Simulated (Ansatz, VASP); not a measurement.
# Two plane-wave programs on In3S2

```
CELL_PARAMETERS angstrom
5.32822 0.00000 0.00000
0.00000 5.32822 0.00000
0.00000 0.00000 5.37022
ATOMIC_POSITIONS crystal
In 0.00000 0.50000 0.50000
In 0.50000 0.00000 0.50000
In 0.00000 0.00000 0.50000
S 0.00000 0.50000 0.00000
S 0.50000 0.00000 0.00000
```

Alike in both runs: task relaxation of cell and atoms; functional PBE; k mesh 4 × 4 × 4; occupations gaussian, width 0.1 eV; no spin polarisation.

|  | VASP | Ansatz |
| --- | --- | --- |
| version | VASP 6.6.1 | Ansatz 0.2.0 |
| potentials or method | VASP PAW PBE potentials, release 64 (In_d, S), cutoff 600 eV | scalar-relativistic, plane waves, PAW |
| valence electrons in the cell | 51 | 51 |

Ansatz gave:

* gap on the k mesh at the Fermi level, each at its own relaxed structure (eV): none
* relaxed volume (Å³/atom): 37.38
* relaxed cell length with the largest relative difference (Å): 6.136

Question: What did VASP give for the same quantities?

Answer: gap on the k mesh at the Fermi level, each at its own relaxed structure (eV): none; relaxed volume (Å³/atom): 38.03; relaxed cell length with the largest relative difference (Å): 6.193.

A gap of «none» marks a metal or a gap that the smearing closes.

Noted on VASP's run: the volume moved by over 15 % at a fixed basis, so the end points are rough.
